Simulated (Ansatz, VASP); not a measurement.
## One calculation of Fe, two programs

```
Fe
1.0
     0.00000    1.94545    1.94553
     1.37613    0.00000    1.94553
     1.37613    1.94545    0.00000
Fe
1
Cartesian
  0.0000 0.0000 0.0000
```

Alike in both runs: functional LDA; k mesh 9 × 9 × 9; occupations fermi-dirac, width 0.15 eV; collinear spin.

Ansatz relaxed the structure, and its values are those at the end. VASP's run is a single point on that final structure, the one shown.

|  | VASP | Ansatz |
| --- | --- | --- |
| version | VASP 6.6.1 | Ansatz 0.2.0 |
| potentials or method | VASP PAW LDA potentials, release 64 (Fe), cutoff 520 eV | plane waves, PAW |
| valence electrons in the cell | 8 | 16 |

VASP gave:

* pressure (GPa): -1.1
* net moment per atom (μB): 1.95
* size of the moment on the site where the two differ most (μB): 1.91

**Question.** What did Ansatz give for the same quantities?

**Answer.** Pressure (GPa): 0.0; net moment per atom (μB): 1.99; size of the moment on the site where the two differ most (μB): 1.99.

LDA's correlation is that of Perdew and Zunger in VASP and of Perdew and Wang (1992) in Ansatz. Site moments also hang on the region over which each program counts them. VASP's potentials hold 8 valence electrons a cell and Ansatz's 16, so a difference there can come from the potentials and not from the codes. Ansatz's warnings: force scf threshold loose, given moment on shells, stress scf threshold loose.
